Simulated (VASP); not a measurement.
# TePb (Pm-3m) in VASP: a series of runs, part 2 of 2

VASP 6.6.1. Earlier steps stand in the parts before.

### 5 Single point, revPBE

This run uses another cell than the first one, of 32.95 Å³/atom, 1.028 times its volume.

File INCAR:

```
SYSTEM = TePb
PREC = Accurate
ENCUT = 520
EDIFF = 1E-6
ISMEAR = -1
SIGMA = 0.05
LREAL = .FALSE.
LASPH = .TRUE.
NELM = 100
ALGO = Normal
ISIF = 2
LWAVE = .FALSE.
LCHARG = .FALSE.
GGA = RE
NBANDS = 17
```

File KPOINTS:

```
regular mesh
0
G
  7 7 7
  0 0 0
```

File POSCAR:

```
TePb
1.0
    4.0393055241      0.0000000000      0.0000000000
    0.0000000000      4.0393055241      0.0000000000
    0.0000000000      0.0000000000      4.0393055241
Pb Te
1 1
Direct
    0.0000000000      0.0000000000      0.0000000000
    0.5000000000      0.5000000000      0.5000000000
```

Potentials or basis: VASP PAW PBE potentials, release 64 (Pb_d, Te).

Command:

```
cat potpaw_PBE.64/Pb_d/POTCAR potpaw_PBE.64/Te/POTCAR > POTCAR
mpirun -np 1 vasp_std > vasp.out
```

OUTCAR:

```text
SYSTEM = TePb
   PREC = Accurate
   ENCUT = 520
   EDIFF = 1E-6
   ISMEAR = -1
   LREAL = .FALSE.
   LASPH = .TRUE.
   NELM = 100
   ISIF = 2
   GGA = RE

 ion  position               nearest neighbor table
   1  0.000  0.000  0.000-   2 3.50   2 3.50   2 3.50   2 3.50   2 3.50   2 3.50   2 3.50   2 3.50

   2  0.500  0.500  0.500-   1 3.50   1 3.50   1 3.50   1 3.50   1 3.50   1 3.50   1 3.50   1 3.50

  LATTYP: Found a simple cubic cell.
 ALAT       =     4.0393055241

  Lattice vectors:

 A1 = (   4.0393055241,   0.0000000000,   0.0000000000)
 A2 = (   0.0000000000,   4.0393055241,   0.0000000000)
 A3 = (   0.0000000000,   0.0000000000,   4.0393055241)

Analysis of symmetry for initial positions (statically):
=====================================================================
 Subroutine PRICEL returns:
 Original cell was already a primitive cell.

 Routine SETGRP: Setting up the symmetry group for a
 simple cubic supercell.

 Subroutine GETGRP returns: Found 48 space group operations
 (whereof 48 operations were pure point group operations)
 out of a pool of 48 trial point group operations.

The static configuration has the point symmetry O_h .

Analysis of symmetry for dynamics (positions and initial velocities):
=====================================================================
 Subroutine PRICEL returns:
 Original cell was already a primitive cell.

 Routine SETGRP: Setting up the symmetry group for a
 simple cubic supercell.

 Subroutine GETGRP returns: Found 48 space group operations
 (whereof 48 operations were pure point group operations)
 out of a pool of 48 trial point group operations.

The dynamic configuration has the point symmetry O_h .

 Subroutine INISYM returns: Found 48 space group operations
 (whereof 48 operations are pure point group operations),
 and found     1 'primitive' translations

----------------------------------------------------------------------------------------

                                     Primitive cell

  volume of cell :      65.9053

  direct lattice vectors                    reciprocal lattice vectors
     4.039305524  0.000000000  0.000000000     0.247567309  0.000000000  0.000000000
     0.000000000  4.039305524  0.000000000     0.000000000  0.247567309  0.000000000
     0.000000000  0.000000000  4.039305524     0.000000000  0.000000000  0.247567309

  length of vectors
     4.039305524  4.039305524  4.039305524     0.247567309  0.247567309  0.247567309

  position of ions in fractional coordinates (direct lattice)
     0.000000000  0.000000000  0.000000000
     0.500000000  0.500000000  0.500000000

  ion indices of the primitive-cell ions
   primitive index   ion index
                 1           1
                 2           2

----------------------------------------------------------------------------------------

 KPOINTS: regular mesh

Automatic generation of k-mesh.
 Grid dimensions read from file:
 generate k-points for:    7    7    7

 Generating k-lattice:

  Cartesian coordinates                     Fractional coordinates (reciprocal lattice)
     0.035366758  0.000000000  0.000000000     0.142857143  0.000000000  0.000000000
     0.000000000  0.035366758  0.000000000     0.000000000  0.142857143  0.000000000
     0.000000000  0.000000000  0.035366758     0.000000000  0.000000000  0.142857143

  Length of vectors
     0.035366758  0.035366758  0.035366758

  Shift w.r.t. Gamma in fractional coordinates (k-lattice)
     0.000000000  0.000000000  0.000000000

 Subroutine IBZKPT returns following result:
 ===========================================

 Found     20 irreducible k-points:

 Following reciprocal coordinates:
            Coordinates               Weight
  0.000000  0.000000  0.000000      1.000000
  0.142857  0.000000  0.000000      6.000000
  0.285714  0.000000  0.000000      6.000000
  0.428571  0.000000  0.000000      6.000000
  0.142857  0.142857  0.000000     12.000000
  0.285714  0.142857  0.000000     24.000000
[... 12 lines left out ...]
  0.428571  0.428571  0.285714     24.000000
  0.428571  0.428571  0.428571      8.000000
   k-points           NKPTS =     20   k-points in BZ     NKDIM =     20   number of bands    NBANDS=     17
   number of dos      NEDOS =    301   number of ions     NIONS =      2
   total plane-waves  NPLWV =  27000
   dimension x,y,z NGX =    30 NGY =   30 NGZ =   30
   dimension x,y,z NGXF=    60 NGYF=   60 NGZF=   60
   ions per type =               1   1
   NGX,Y,Z   is equivalent  to a cutoff of  12.35, 12.35, 12.35 a.u.
   NGXF,Y,Z  is equivalent  to a cutoff of  24.69, 24.69, 24.69 a.u.
 SYSTEM =  TePb
   PREC   = accura    normal or accurate (medium, high low for compatibility)
   ISTART =      0    job   : 0-new  1-cont  2-samecut
   ICHARG =      2    charge: 1-file 2-atom 10-const
   ISPIN  =      1    spin polarized calculation?
   LNONCOLLINEAR =      F non collinear calculations
   LSORBIT =      F    spin-orbit coupling
   LASPH  =      T    aspherical Exc in radial PAW
   ENCUT  =  520.0 eV  38.22 Ry    6.18 a.u.   7.51  7.51  7.51*2*pi/ulx,y,z
   NELM   =    100;   NELMIN=  2; NELMDL= -5     # of ELM steps
   EDIFF  = 0.1E-05   stopping-criterion for ELM
   LREAL  =      F    real-space projection
   EDIFFG = 0.1E-04   stopping-criterion for IOM
   NSW    =      0    number of steps for IOM
   IBRION =     -1    ionic relax: 0-MD 1-quasi-New 2-CG
   NFREE  =      0    steps in history (QN), initial steepest desc. (CG)
   ISIF   =      2    stress and relaxation
   ISYM   =      2    0-nonsym 1-usesym 2-fastsym
   POTIM  = 0.5000    time-step for ionic-motion
   TEBEG  =    0.0;   TEEND  =   0.0 temperature during run
   PSTRESS=    0.0 pullay stress
   NELECT =      20.0000    total number of electrons
   NUPDOWN=      -1.0000    fix difference up-down
   EMIN   =  10.00;   EMAX   =-10.00  energy-range for DOS
   EFERMI =   0.00;   METHOD = LEGACY
   ISMEAR =    -1;   SIGMA  =   0.05  broadening in eV -4-tet -1-fermi 0-gaus
   EFERMI_NEDOS =   21; number of points for ismear=-14 and -15
   IALGO  =     38    algorithm
   IMIX   =      4    mixing-type and parameters
     AMIX     =   0.40;   BMIX     =  1.00
     AMIX_MAG =   1.60;   BMIX_MAG =  1.00
  volume/ion in A,a.u.               =      32.95       222.38
  Fermi-wavevector in a.u.,A,eV,Ry     =   1.100132  2.078948 16.467000  1.210290
  Thomas-Fermi vector in A             =   2.236538
   LORBIT       =      0    0 simple, 1 ext, 2 COOP (PROOUT), +10 PAW based schemes
   GGA     = RE    functional components
   LHFCALC =     F    Hartree Fock is set to
   AEXX    =    0.0000 exact exchange contribution
   IVDW    =     0    specifies the selected vdW correction
   LEPSILON=     F    determine dielectric tensor
   LRPA    =     F    only Hartree local field effects (RPA)
 non-spin polarized calculation
  energy-cutoff  :      520.00
  volume of cell :       65.91
 maximum number of plane-waves:      1800
 NGX is ok and might be reduce to    30
   NGX = 15   NGY = 15   NGZ = 15

 number of electron      20.0000012 magnetization

 Free energy of the ion-electron system (eV)
  ---------------------------------------------------
  ext. energy  EPLUGINS =         0.00000000
  ---------------------------------------------------
  free energy    TOTEN  =        -6.43961572 eV

  energy without entropy =       -6.42804106  energy(sigma->0) =       -6.43382839

 E-fermi :   6.1839     XC(G=0):  -9.4822

 val. band max:        6.1651955521   @ k =   0.4286   0.2857   0.0000
 cond. band min:       6.2437034051   @ k =   0.4286   0.4286   0.2857
 fundamental gap:      0.0785078530
 Fermi energy:         6.1839376602

 k-point     1 :       0.0000    0.0000    0.0000
  band No.  band energies     occupation
      1     -11.0835      2.00000
      2     -11.0835      2.00000
      3     -11.0067      2.00000
      4     -11.0067      2.00000
      5     -11.0067      2.00000
      6      -5.8056      2.00000
[... 9 lines left out ...]
     16      15.7935      0.00000
     17      17.0513      0.00000
[... 361 lines left out ...]
 k-point    20 :       0.4286    0.4286    0.4286
  band No.  band energies     occupation
      1     -11.0518      2.00000
      2     -11.0504      2.00000
      3     -11.0504      2.00000
      4     -10.9887      2.00000
      5     -10.9887      2.00000
      6      -3.5583      2.00000
[... 9 lines left out ...]
     16      18.3803      0.00000
     17      20.3228      0.00000

------------------------ aborting loop because EDIFF is reached ----------------------------------------

  FORCE on cell =-STRESS in cart. coord.  units (eV):
  Direction    XX          YY          ZZ          XY          YZ          ZX
  --------------------------------------------------------------------------------------
  -------------------------------------------------------------------------------------
  Total       -0.0121443     -0.0121443     -0.0121443      0.0000000      0.0000000      0.0000000
  in kB       -0.2952325     -0.2952325     -0.2952325      0.0000000      0.0000000      0.0000000
  external PRESSURE =      -0.2952325 kB  Pullay stress =       0.0000000 kB

 VOLUME and BASIS-vectors are now :
 -----------------------------------------------------------------------------
  energy-cutoff  :      520.00
  volume of cell :       65.91
      direct lattice vectors                 reciprocal lattice vectors
     4.039305524  0.000000000  0.000000000     0.247567309  0.000000000  0.000000000
     0.000000000  4.039305524  0.000000000     0.000000000  0.247567309  0.000000000
     0.000000000  0.000000000  4.039305524     0.000000000  0.000000000  0.247567309

 POSITION                                       TOTAL-FORCE (eV/Angst)
 -----------------------------------------------------------------------------------
      0.00000      0.00000      0.00000         0.000000      0.000000      0.000000
      2.01965      2.01965      2.01965         0.000000      0.000000      0.000000
 -----------------------------------------------------------------------------------
    total drift:                                0.000000     -0.000000     -0.000000

  FREE ENERGIE OF THE ION-ELECTRON SYSTEM (eV)
  ---------------------------------------------------
  free  energy   TOTEN  =        -6.4396157213 eV

  energy  without entropy=       -6.4280410599  energy(sigma->0) =       -6.43382839
```

stdout:

```text
POSCAR found type information on POSCAR PbTe
 POSCAR found :  2 types and       2 ions
 scaLAPACK will be used
 -----------------------------------------------------------------------------
|                                                                             |
|                                                                             |
|     You enforced a specific xc type in the INCAR file but a different       |
|     I HOPE YOU KNOW WHAT YOU ARE DOING!                                     |
|                                                                             |
 -----------------------------------------------------------------------------

 LDA part: xc-table for (Slater+PW92), standard interpolation
 POSCAR, INCAR and KPOINTS ok, starting setup
 FFT: planning ... GRIDC
 FFT: planning ... GRID_SOFT
 FFT: planning ... GRID
 WAVECAR not read
 entering main loop
```

Wall time 20 s (1 thread of Intel Xeon Platinum 8259CL at 2.50GHz (Skylake/Cascade Lake), shared host); peak memory 0.17 GiB.

Results:

* Free energy: -6.4396 eV
* Pressure: 0.0 GPa
* Band gap on the k mesh: zero (band 10 reaches 6.33 eV, above the bottom of band 11 at 5.63 eV)

Levels at points of the mesh, in eV from the Fermi level:
```csv
k point,band 7,band 8,band 9,band 10,band 11,band 12,band 13,band 14
"(0.00, 0.00, 0.00)",-6.86,-1.52,-1.52,-1.52,4.04,4.04,5.06,5.06
```

Caveat: the PAW data sets were made with another functional, which shifts forces and pressure a little; spin-orbit coupling is left out, which moves the levels of the heavy elements.

### 6 Single point, BLYP+D4

This run uses another cell than the first one, of 32.71 Å³/atom, 1.020 times its volume.

File INCAR:

```
SYSTEM = TePb
PREC = Accurate
ENCUT = 520
EDIFF = 1E-7
ISMEAR = -1
SIGMA = 0.05
LREAL = .False.
LASPH = .True.
NELM = 80
ALGO = Normal
ISIF = 2
LWAVE = .False.
LCHARG = .False.
GGA = B5
ALDAX = 1.0
AGGAX = 1.0
AGGAC = 1.0
ALDAC = 0.0
IVDW = 13
VDW_S6 = 1.0
VDW_S8 = 2.34076671
VDW_A1 = 0.44488865
VDW_A2 = 4.0933009
NBANDS = 17
```

File KPOINTS:

```
regular mesh
0
Gamma
  7 7 7
  0 0 0
```

File POSCAR:

```
TePb
1.0
    4.0293973384      0.0000000000      0.0000000000
    0.0000000000      4.0293973384      0.0000000000
    0.0000000000      0.0000000000      4.0293973384
Pb Te
1 1
Direct
    0.0000000000      0.0000000000      0.0000000000
    0.5000000000      0.5000000000      0.5000000000
```

Potentials or basis: VASP PAW PBE potentials, release 64 (Pb_d, Te).

Command:

```
cat potpaw_PBE.64/Pb_d/POTCAR potpaw_PBE.64/Te/POTCAR > POTCAR
mpirun -np 1 vasp_std > vasp.out
```

Wall time 30 s (1 thread of Intel Xeon Platinum 8259CL at 2.50GHz (Skylake/Cascade Lake), shared host); peak memory 0.17 GiB.

Results (log left out):

```yaml
Free_energy: -7.5305 eV
Pressure: 0.1 GPa
Band_gap_on_the_k_mesh: zero (band 10 reaches 6.77 eV, above the bottom of band 11 at 6.11 eV)
Dispersion_energy_per_atom: -0.902 eV
```

Levels at points of the mesh, in eV from the Fermi level:
```csv
k point,band 6,band 7,band 8,band 9,band 10,band 11,band 12,band 13,band 14,band 15
"(0.00, 0.00, 0.00)",-12.04,-6.99,-1.54,-1.54,-1.54,4.36,4.36,4.93,4.93,4.93
```

Caveat: the PAW data sets were made with another functional, which shifts forces and pressure a little; spin-orbit coupling is left out, which moves the levels of the heavy elements; pairwise dispersion overbinds metals, which lowers pressure and volume.

### 7 Summary

```tsv
level	cell	k mesh	smearing	gap on the mesh (eV)	pressure (GPa)
PBE	a = 4.002 Å, 2 atoms	4 × 4 × 4	fermi-dirac 0.03 eV	none	0.5
PBE	a = 4.002 Å, 2 atoms	7 × 7 × 7	fermi-dirac 0.05 eV	none	0.0
PBE	a = 4.002 Å, 2 atoms	7 × 7 × 7	gaussian 0.027 eV	none	0.0
revPBE	a = 4.039 Å, 2 atoms	7 × 7 × 7	fermi-dirac 0.05 eV	none	0.0
BLYP+D4	a = 4.029 Å, 2 atoms	7 × 7 × 7	fermi-dirac 0.05 eV	none	0.1
```

Alike in all rows: task single point; potentials or basis VASP PAW PBE potentials, release 64 (Pb_d, Te); no spin polarisation; cutoff (eV) 520.

Caveats: some runs use coarse meshes; spin-orbit coupling is left out, which moves the levels of the heavy elements; the PAW data sets were made with another functional, which shifts forces and pressure a little (some runs); pairwise dispersion overbinds metals, which lowers pressure and volume (some runs).

Total energies depend on the potentials used, so only differences within one code and one set of settings carry meaning.
